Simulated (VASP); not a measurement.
The system is TaOs3.

```
CELL_PARAMETERS angstrom
3.91497 0.00000 0.00000
0.00000 3.91497 0.00000
0.00000 0.00000 3.91497
ATOMIC_POSITIONS crystal
Ta 0.00000 0.00000 0.00000
Os 0.00000 0.50000 0.50000
Os 0.50000 0.00000 0.50000
Os 0.50000 0.50000 0.00000
```

| Property | Result |
| --- | --- |
| Program | VASP 6.6.1 |
| Task | relaxation of volume and atoms at fixed shape |
| Functional | LDA |
| Potentials or basis | VASP PAW LDA potentials, release 64 (Ta_pv, Os) |
| Cutoff | 600 eV |
| k mesh | 7 × 7 × 7 |
| Occupations | methfessel-paxton, width 0.05 eV |
| Spin | no spin polarisation |

At the start: pressure -11.0 GPa; volume 15.00 Å³/atom.

Problem. Where does the relaxation end?

Solution. Over 4 steps the energy falls by 16.2 meV/atom and the volume is 14.55 Å³/atom (-3.0 %); space group Pm-3m (No. 221, to 0.1 Å) before and after.

The path:
```tsv
step	energy change (eV)	largest force (eV/Å)	pressure (GPa)	volume (Å³)
1	0.0000	0.0000	-10.98	60.00
2	1.0644	0.0000	61.01	51.51
3	-0.0647	0.0000	-0.62	58.26
4	-0.0649	0.0000	-0.12	58.18
```

Final structure:
```
Ta Os
1.0
     3.87490    0.00000    0.00000
     0.00000    3.87490    0.00000
     0.00000    0.00000    3.87490
Ta Os
1 3
Cartesian
  0.0000 0.0000 0.0000
  0.0000 1.9374 1.9374
  1.9374 0.0000 1.9374
  1.9374 1.9374 0.0000
```
